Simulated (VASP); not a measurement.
Wanted: the native input for a VASP 6.6.1 run.

```yaml
Task: single point
Functional: PBEsol
Potentials_or_basis: VASP PAW PBE potentials, release 64 (Al, Ni)
Cutoff: 520 eV
k_mesh: 16 × 16 × 16
Occupations: gaussian, width 0.15 eV
Spin: no spin polarisation
Dipole_correction: no
Further_INCAR_settings: ALGO = Fast; EDIFF = 1e-07; NBANDS = 14
```

The structure of AlNi lies in POSCAR:

```
AlNi
1.0
    1.7988676817     -1.7988198794      0.0000000000
    1.7988676817      1.7988198794      0.0000000000
    0.0000000000      0.0000000000      2.8688666979
Al Ni
1 1
Direct
    0.0000000000      0.0000000000      0.0000000000
    0.5000000000      0.5000000000      0.5000000000
```

This cell differs from its parent crystal: normal strain along x -0.1100, normal strain along y -0.1100.

One way to write it, as run:

INCAR

```
SYSTEM = AlNi
PREC     = Accurate       ! precision mode
ENCUT    = 520            ! plane-wave cutoff, eV
EDIFF    = 1E-7           ! SCF threshold, eV
ISMEAR   = 0              ! smearing method
SIGMA    = 0.15           ! smearing width, eV
LREAL    = .False.        ! projectors in reciprocal space
LASPH    = .True.         ! aspherical terms in the spheres
NELM     = 60             ! most SCF steps
ALGO     = Fast           ! electronic algorithm
ISIF     = 2              ! what is computed and relaxed
LWAVE    = .False.        ! write WAVECAR
LCHARG   = .True.         ! write CHGCAR
GGA      = PS             ! functional
LELF     = .True.         ! ELF
LVHAR    = .True.       
NBANDS   = 14             ! bands
```

KPOINTS

```
Automatic mesh
0
Gamma
  16 16 16
  0 0 0
```

Potentials or basis: VASP PAW PBE potentials, release 64 (Al, Ni).

Launch:

```sh
$ cat potpaw_PBE.64/Al/POTCAR potpaw_PBE.64/Ni/POTCAR > POTCAR
$ mpirun -np 1 vasp_std > vasp.out
```

It gave:

```yaml
Pressure: 68.0 GPa
Band_gap_on_the_k_mesh: zero (an odd number of electrons rules out a gap without spin polarisation)
```

Caveat: the cell differs from its parent crystal (normal strain along x -0.1100, normal strain along y -0.1100); the cell stands under pressure; the PAW data sets were made with another functional, which shifts forces and pressure a little.

Wall time 70 s on 1 thread of Intel(R) Xeon(R) 6975P-C (Granite Rapids), with other jobs on the host, peak memory 0.27 GiB.
